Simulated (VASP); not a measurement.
Input of a VASP 6.6.1 run:

File INCAR:

```
SYSTEM = HfN
PREC     = Accurate       ! precision mode
ENCUT    = 520            ! plane-wave cutoff, eV
EDIFF    = 1E-7           ! SCF threshold, eV
ISMEAR   = 1              ! smearing method
SIGMA    = 0.1            ! smearing width, eV
LREAL    = .False.        ! projectors in reciprocal space
LASPH    = .True.         ! aspherical terms in the spheres
NELM     = 60             ! most SCF steps
ALGO     = Normal         ! electronic algorithm
ISIF     = 2              ! what is computed and relaxed
LWAVE    = .False.        ! write WAVECAR
LCHARG   = .False.        ! write CHGCAR
GGA      = PE             ! functional
NBANDS   = 14             ! bands
```

Contents of KPOINTS:

```
regular mesh
0
Gamma
  13 13 13
  0 0 0
```

File POSCAR:

```
HfN
1.0
    0.0000000000      2.2560000000      2.2560000000
    2.2560000000      0.0000000000      2.2560000000
    2.2560000000      2.2560000000      0.0000000000
Hf N
1 1
Direct
    0.0000000000      0.0000000000      0.0000000000
    0.5000000000      0.5000000000      0.5000000000
```

Potentials or basis: VASP PAW PBE potentials, release 64 (Hf_pv, N).

Command:

```console
$ cat potpaw_PBE.64/Hf_pv/POTCAR potpaw_PBE.64/N/POTCAR > POTCAR
$ mpirun -np 1 vasp_std > vasp.out
```

Q: What does it give for the pressure?

A: 4.1 GPa.
